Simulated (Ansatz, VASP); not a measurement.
One calculation of Si2C, two programs

```xyz
6
Lattice="0.0000 3.7589 3.7589 3.7589 0.0000 3.7589 3.7589 3.7589 0.0000" Properties=species:S:1:pos:R:3 pbc="T T T"
Si    2.9385    4.5794    2.9385
Si    4.5794    4.5794    4.5794
Si    4.5794    2.9385    2.9385
Si    2.9385    2.9385    4.5794
C     0.0000    0.0000    0.0000
C     5.6384    5.6384    5.6384
```

Alike in both runs: functional PBE; k mesh 10 × 10 × 10; occupations gaussian, width 0.1 eV; collinear spin.

Ansatz relaxed the structure, and its values are those at the end. VASP's run is a single point on that final structure, the one shown.

```csv
,VASP,Ansatz
version,VASP 6.6.1,Ansatz 0.2.0
potentials or method,"VASP PAW PBE potentials, release 64 (Si, C), cutoff 520 eV","scalar-relativistic, plane waves, PAW"
valence electrons in the cell,24,24
```

Ansatz gave:

* gap on the k mesh at the Fermi level (eV): none
* pressure (GPa): 0.0
* rms of the force components (eV/Å): 0.001
* net moment per atom (μB): 0.03
* size of the moment on the site where the two differ most (μB): 0.32

Problem. What did VASP give for the same quantities?

Solution. gap on the k mesh at the Fermi level (eV): none; pressure (GPa): -0.1; rms of the force components (eV/Å): 0.003; net moment per atom (μB): 0.03; size of the moment on the site where the two differ most (μB): 0.17.

Site moments also hang on the region over which each program counts them. A gap of «none» marks a metal or a gap that the smearing closes.
